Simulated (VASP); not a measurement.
# Gd (P6_3/mmc) in VASP: further runs

Gd is run at these levels: r2SCAN; tasks: single point.

Everything below comes from runs of VASP 6.6.1. Logs are shortened: lines on timing, memory, paths and dates and some standing lists are left out, and cuts for length are marked.

## 1. The cell of the first run

Symmetry: P6_3/mmc, No. 194, hexagonal system. Conventional cell: a = 3.640 Å, b = 3.640 Å, c = 5.911 Å, α = 90.00°, β = 90.00°, γ = 120.00°. Within 4.8 Å of Gd (site symmetry -6m2) lie 12 Gd at 3.63 to 3.64 Å.

## 2. Single point, r2SCAN, collinear spin, ferromagnetic start

Contents of POSCAR:

```
Gd
1.0
    3.6395052102      0.0000000000      0.0000000000
   -1.8197526051      3.1519039692      0.0000000000
    0.0000000000      0.0000000000      5.9110370954
Gd
2
Direct
    0.3333333333      0.6666666667      0.2500000000
    0.6666666667      0.3333333333      0.7500000000
```

Contents of INCAR.step1:

```
ALGO = Normal
EDIFF = 1E-4
ENCUT = 520
GGA = PE
ISMEAR = -1
ISPIN = 2
LASPH = True
LCHARG = False
LMAXMIX = 6
LREAL = False
LWAVE = True
MAGMOM = 7.588 7.588
NBANDS = 29
NELM = 150
PREC = Accurate
SIGMA = 0.05
```

Contents of INCAR.step2:

```
ALGO = Normal
EDIFF = 1E-6
ENCUT = 520
ISIF = 2
ISMEAR = -1
ISPIN = 2
ISTART = 1
LASPH = True
LCHARG = False
LMAXMIX = 6
LMIXTAU = True
LORBIT = 11
LREAL = False
LWAVE = False
MAGMOM = 7.588 7.588
METAGGA = R2SCAN
NBANDS = 29
NELM = 150
PREC = Accurate
SIGMA = 0.05
```

Contents of KPOINTS:

```
k-points
0
Gamma
  4 4 2
```

Potentials or basis: VASP PAW PBE potentials, release 64 (Gd).

On the command line:

```
> cat potpaw_PBE.64/Gd/POTCAR > POTCAR
> cp INCAR.step1 INCAR
> mpirun -np 1 vasp_std > vasp.out
> cp INCAR.step2 INCAR
> mpirun -np 1 vasp_std > vasp.out
```

OUTCAR:

```text
EDIFF = 1E-6
   ENCUT = 520
   ISIF = 2
   ISMEAR = -1
   ISPIN = 2
   ISTART = 1
   LASPH = True
   LORBIT = 11
   LREAL = False
   METAGGA = R2SCAN
   NELM = 150
   PREC = Accurate

 ion  position               nearest neighbor table
   1  0.333  0.667  0.250-
   2  0.667  0.333  0.750-

  LATTYP: Found a hexagonal cell.
 ALAT       =     3.6395052102
 C/A-ratio  =     1.6241320603

  Lattice vectors:

 A1 = (   3.6395052102,   0.0000000000,   0.0000000000)
 A2 = (  -1.8197526051,   3.1519039692,   0.0000000000)
 A3 = (   0.0000000000,   0.0000000000,   5.9110370954)

Analysis of symmetry for initial positions (statically):
=====================================================================
 Subroutine PRICEL returns:
 Original cell was already a primitive cell.

 Routine SETGRP: Setting up the symmetry group for a
 hexagonal supercell.

 Subroutine GETGRP returns: Found 24 space group operations
 (whereof 12 operations were pure point group operations)
 out of a pool of 24 trial point group operations.

The static configuration has the point symmetry D_3d.
 The point group associated with its full space group is D_6h.

Analysis of symmetry for dynamics (positions and initial velocities):
=====================================================================
 Subroutine PRICEL returns:
 Original cell was already a primitive cell.

 Routine SETGRP: Setting up the symmetry group for a
 hexagonal supercell.

 Subroutine GETGRP returns: Found 24 space group operations
 (whereof 12 operations were pure point group operations)
 out of a pool of 24 trial point group operations.

The dynamic configuration has the point symmetry D_3d.
 The point group associated with its full space group is D_6h.

Analysis of structural, dynamic, and magnetic symmetry:
=====================================================================
 Subroutine PRICEL returns:
 Original cell was already a primitive cell.

 Routine SETGRP: Setting up the symmetry group for a
 hexagonal supercell.

 Subroutine GETGRP returns: Found 24 space group operations
 (whereof 12 operations were pure point group operations)
 out of a pool of 24 trial point group operations.

The overall configuration has the point symmetry D_3d.
 The point group associated with its full space group is D_6h.
[... 99 lines left out ...]
   IALGO  =     38    algorithm
   IMIX   =      4    mixing-type and parameters
     AMIX     =   0.40;   BMIX     =  1.00
     AMIX_MAG =   1.60;   BMIX_MAG =  1.00
  volume/ion in A,a.u.               =      33.90       228.79
  Fermi-wavevector in a.u.,A,eV,Ry     =   1.325611  2.505041 23.908752  1.757244
  Thomas-Fermi vector in A             =   2.455059
   LORBIT       =     11    0 simple, 1 ext, 2 COOP (PROOUT), +10 PAW based schemes
   METAGGA = R2SCAN    functional components
   LHFCALC =     F    Hartree Fock is set to
   AEXX    =    0.0000 exact exchange contribution
   IVDW    =     0    specifies the selected vdW correction
   LEPSILON=     F    determine dielectric tensor
   LRPA    =     F    only Hartree local field effects (RPA)
 spin polarized calculation
  energy-cutoff  :      520.00
  volume of cell :       67.81
 maximum number of plane-waves:      1828
 NGX is ok and might be reduce to    28
   NGX = 13   NGY = 13   NGZ = 21

 number of electron      36.0000008 magnetization      16.1469246

 Free energy of the ion-electron system (eV)
  ---------------------------------------------------
  ext. energy  EPLUGINS =         0.00000000
  ---------------------------------------------------
  free energy    TOTEN  =       -82.17087880 eV

  energy without entropy =      -82.15183154  energy(sigma->0) =      -82.16135517

 E-fermi :   2.9868     XC(G=0): -10.4710

 val. band max:        2.7174528470   @ k =   0.2500   0.0000   0.0000
 cond. band min:       2.9931920580   @ k =   0.0000   0.0000   0.5000
 fundamental gap:      0.2757392110
 Fermi energy:         2.9868389355

 spin component 1

 k-point     1 :       0.0000    0.0000    0.0000
  band No.  band energies     occupation
      1     -44.4174      1.00000
      2     -44.3571      1.00000
      3     -21.4243      1.00000
      4     -20.8500      1.00000
      5     -20.8499      1.00000
      6     -20.7630      1.00000
[... 245 lines left out ...]
     28       2.9961      0.45362
     29       5.0460      0.00000
 Fermi energy:         2.9868389355

 spin component 2

 k-point     1 :       0.0000    0.0000    0.0000
  band No.  band energies     occupation
      1     -40.4505      1.00000
      2     -40.3731      1.00000
      3     -18.6800      1.00000
      4     -17.9613      1.00000
      5     -17.9613      1.00000
      6     -17.8727      1.00000
[... 245 lines left out ...]
     28       5.2038      0.00000
     29       6.6016      0.00000

------------------------ aborting loop because EDIFF is reached ----------------------------------------

  FORCE on cell =-STRESS in cart. coord.  units (eV):
  Direction    XX          YY          ZZ          XY          YZ          ZX
  --------------------------------------------------------------------------------------
  -------------------------------------------------------------------------------------
  Total        0.1744428      0.1744428     -0.4137375      0.0000000      0.0000000      0.0000000
  in kB        4.1217787      4.1217787     -9.7758926      0.0000000      0.0000000      0.0000000
  external PRESSURE =      -0.5107784 kB  Pullay stress =       0.0000000 kB

 VOLUME and BASIS-vectors are now :
 -----------------------------------------------------------------------------
  energy-cutoff  :      520.00
  volume of cell :       67.81
      direct lattice vectors                 reciprocal lattice vectors
     3.639505210  0.000000000  0.000000000     0.274762624  0.158634275  0.000000000
    -1.819752605  3.151903969  0.000000000     0.000000000  0.317268549  0.000000000
     0.000000000  0.000000000  5.911037095     0.000000000  0.000000000  0.169175051

 POSITION                                       TOTAL-FORCE (eV/Angst)
 -----------------------------------------------------------------------------------
     -0.00000      2.10127      1.47776         0.000000      0.000000      0.000000
      1.81975      1.05063      4.43328        -0.000000     -0.000000     -0.000000
 -----------------------------------------------------------------------------------
    total drift:                               -0.000000      0.000000     -0.000000

  FREE ENERGIE OF THE ION-ELECTRON SYSTEM (eV)
  ---------------------------------------------------
  free  energy   TOTEN  =       -82.1708787989 eV

  energy  without entropy=      -82.1518315442  energy(sigma->0) =      -82.16135517

 total charge

# of ion       s       p       d       f       tot
--------------------------------------------------
    1        2.071   5.605   0.579   6.929  15.185
    2        2.071   5.605   0.579   6.929  15.185
--------------------------------------------------
tot          4.143  11.211   1.158  13.858  30.369

 magnetization (x)

# of ion       s       p       d       f       tot
--------------------------------------------------
    1        0.005  -0.092   0.315   6.900   7.128
    2        0.005  -0.092   0.315   6.900   7.128
--------------------------------------------------
tot          0.010  -0.184   0.631  13.800  14.257
```

It took 3.9 min on 1 thread of Intel Xeon Platinum 8488C (Sapphire Rapids), shared host; peak memory 0.23 GiB.

Results:

| Quantity | Value |
| --- | --- |
| Free energy | -82.1709 eV |
| Pressure | -0.1 GPa |
| Net moment | 16.15 μB per cell |
| Site moments | Gd +7.13 μB |
| Valence electrons inside the program's atomic spheres | Gd 15.19 |

Caveat: the k points lie up to 0.53 Å⁻¹ apart; the PAW data sets were made with another functional, which shifts forces and pressure a little; spin-orbit coupling is left out, which moves the levels of the heavy elements. The state reached can hang on the start; a lower one may exist.

## 3. Single point, r2SCAN, collinear spin, ferromagnetic start

POSCAR is that of step 2.

Contents of INCAR.step1:

```
SYSTEM = Gd
PREC = Accurate ; ENCUT = 520
ISMEAR = -1 ; SIGMA = 0.05
LREAL = .False. ; LASPH = .True.
NELM = 150 ; ISPIN = 2
MAGMOM = 7.588 7.588 ; LMAXMIX = 6
NBANDS = 29 ; GGA = PE
ALGO = Normal ; EDIFF = 1E-4
LWAVE = .True. ; LCHARG = .False.
```

Contents of INCAR.step2:

```
SYSTEM = Gd
PREC = Accurate ; ENCUT = 520
EDIFF = 1E-6 ; ISMEAR = -1
SIGMA = 0.05 ; LREAL = .False.
LASPH = .True. ; NELM = 150
ALGO = Normal ; ISIF = 2
LWAVE = .False. ; LCHARG = .False.
ISPIN = 2 ; MAGMOM = 7.588 7.588
LORBIT = 11 ; LMAXMIX = 6
METAGGA = R2SCAN ; LMIXTAU = .True.
NBANDS = 29 ; ISTART = 1
```

Contents of KPOINTS:

```
regular mesh
0
Gamma
  5 5 3
  0 0 0
```

Potentials or basis: VASP PAW PBE potentials, release 64 (Gd).

On the command line:

```
> cat potpaw_PBE.64/Gd/POTCAR > POTCAR
> cp INCAR.step1 INCAR
> mpirun -np 1 vasp_std > vasp.out
> cp INCAR.step2 INCAR
> mpirun -np 1 vasp_std > vasp.out
```

OUTCAR:

```text
SYSTEM = Gd
   PREC = Accurate
   ENCUT = 520
   EDIFF = 1E-6
   ISMEAR = -1
   LREAL = .False.
   LASPH = .True.
   NELM = 150
   ISIF = 2
   ISPIN = 2
   LORBIT = 11
   METAGGA = R2SCAN
   ISTART = 1

 ion  position               nearest neighbor table
   1  0.333  0.667  0.250-
   2  0.667  0.333  0.750-

  LATTYP: Found a hexagonal cell.
 ALAT       =     3.6395052102
 C/A-ratio  =     1.6241320603

  Lattice vectors:

[... 840 lines left out ...]
  external PRESSURE =      -2.1905706 kB  Pullay stress =       0.0000000 kB

 VOLUME and BASIS-vectors are now :
 -----------------------------------------------------------------------------
  energy-cutoff  :      520.00
  volume of cell :       67.81
      direct lattice vectors                 reciprocal lattice vectors
     3.639505210  0.000000000  0.000000000     0.274762624  0.158634275  0.000000000
    -1.819752605  3.151903969  0.000000000     0.000000000  0.317268549  0.000000000
     0.000000000  0.000000000  5.911037095     0.000000000  0.000000000  0.169175051

 POSITION                                       TOTAL-FORCE (eV/Angst)
 -----------------------------------------------------------------------------------
     -0.00000      2.10127      1.47776         0.000000      0.000000     -0.000000
      1.81975      1.05063      4.43328        -0.000000      0.000000      0.000000
 -----------------------------------------------------------------------------------
    total drift:                               -0.000000      0.000000     -0.000000

  FREE ENERGIE OF THE ION-ELECTRON SYSTEM (eV)
  ---------------------------------------------------
  free  energy   TOTEN  =       -82.1940504907 eV

  energy  without entropy=      -82.1775730489  energy(sigma->0) =      -82.18581177

 total charge

# of ion       s       p       d       f       tot
--------------------------------------------------
    1        2.073   5.606   0.570   6.931  15.180
    2        2.073   5.606   0.570   6.931  15.180
--------------------------------------------------
tot          4.146  11.211   1.139  13.863  30.359

 magnetization (x)

# of ion       s       p       d       f       tot
--------------------------------------------------
    1        0.004  -0.098   0.264   6.897   7.068
    2        0.004  -0.098   0.264   6.897   7.068
--------------------------------------------------
tot          0.009  -0.196   0.527  13.795  14.135
```

OUTCAR.step1:

```text
SYSTEM = Gd
   PREC = Accurate
   ENCUT = 520
   ISMEAR = -1
   LREAL = .False.
   LASPH = .True.
[... 868 lines left out ...]
     -0.00000      2.10127      1.47776        -0.000000      0.000000      0.000000
      1.81975      1.05063      4.43328         0.000000     -0.000000      0.000000
 -----------------------------------------------------------------------------------
    total drift:                               -0.000000      0.000000     -0.000000

  FREE ENERGIE OF THE ION-ELECTRON SYSTEM (eV)
  ---------------------------------------------------
  free  energy   TOTEN  =       -23.4446404990 eV

  energy  without entropy=      -23.4177268130  energy(sigma->0) =      -23.43118366
```

OSZICAR.step1:

```text
N       E                     dE             d eps       ncg     rms          rms(c)
DAV:   1     0.262426981451E+03    0.26243E+03   -0.12457E+04  1597   0.622E+03
[... 16 lines left out ...]
DAV:  18    -0.234499581802E+02    0.27595E-02   -0.96678E-03  2240   0.133E+00    0.252E+00
DAV:  19    -0.234465966378E+02    0.33615E-02   -0.29946E-03  2120   0.951E-01    0.270E+00
DAV:  20    -0.234454598661E+02    0.11368E-02   -0.11005E-03  1738   0.558E-01    0.160E+00
DAV:  21    -0.234457641584E+02   -0.30429E-03   -0.29029E-04   979   0.474E-01    0.186E+00
DAV:  22    -0.234451904756E+02    0.57368E-03   -0.19912E-03  1864   0.890E-01    0.141E+00
DAV:  23    -0.234446094960E+02    0.58098E-03   -0.22628E-03  1691   0.862E-01    0.482E-01
DAV:  24    -0.234446404990E+02   -0.31003E-04   -0.66738E-04  1362   0.314E-01
   1 F= -.23444640E+02 E0= -.23431184E+02  d E =-.269137E-01  mag=    15.3555
```

Run time: 4 min. Hardware: 1 thread of Intel Xeon Platinum 8488C (Sapphire Rapids), shared host; peak memory 0.25 GiB.

Results:

* Free energy: -82.1941 eV
* Pressure: -0.2 GPa
* Net moment: 15.77 μB per cell
* Site moments: Gd +7.07 μB
* Valence electrons inside the program's atomic spheres: Gd 15.18

Caveat: the k points lie up to 0.40 Å⁻¹ apart; the PAW data sets were made with another functional, which shifts forces and pressure a little; spin-orbit coupling is left out, which moves the levels of the heavy elements. The state reached can hang on the start; a lower one may exist.
